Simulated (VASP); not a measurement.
A run of VASP 6.6.1:

File INCAR:

```
PREC = Accurate ; ENCUT = 600
EDIFF = 1E-6 ; ISMEAR = 0
SIGMA = 0.02 ; LREAL = False
LASPH = True ; NELM = 120
ALGO = Normal ; ISIF = 2
LWAVE = False ; LCHARG = True
GGA = PS ; LELF = True
LVHAR = True ; NBANDS = 16
GGA_COMPAT = False
```

The input KPOINTS:

```
regular mesh
0
Gamma
  12 12 6
```

The input POSCAR:

```
AlN
1.0
    3.1138735468      0.0000000000      0.0000000000
   -1.5569367734      2.6966935957      0.0000000000
    0.0000000000      0.0000000000      4.9831607605
Al N
2 2
Direct
    0.6666666667      0.3333333333      0.4964886595
    0.3333333333      0.6666666667     -0.0035113405
    0.6666666667      0.3333333333      0.8785123405
    0.3333333333      0.6666666667      0.3785123405
```

Potentials or basis: VASP PAW PBE potentials, release 64 (Al, N).

Run with:

```sh
$ cat potpaw_PBE.64/Al/POTCAR potpaw_PBE.64/N/POTCAR > POTCAR
$ mpirun -np 1 vasp_std > vasp.out
```

Hardware: 1 thread of Intel(R) Xeon(R) 6975P-C (Granite Rapids) (shared host).

Estimate the wall time of this run.

It took 24 s on 1 thread of Intel(R) Xeon(R) 6975P-C (Granite Rapids), with other jobs on the host, peak memory 0.2 GiB. Counts: scf iterations 12, k points 76.
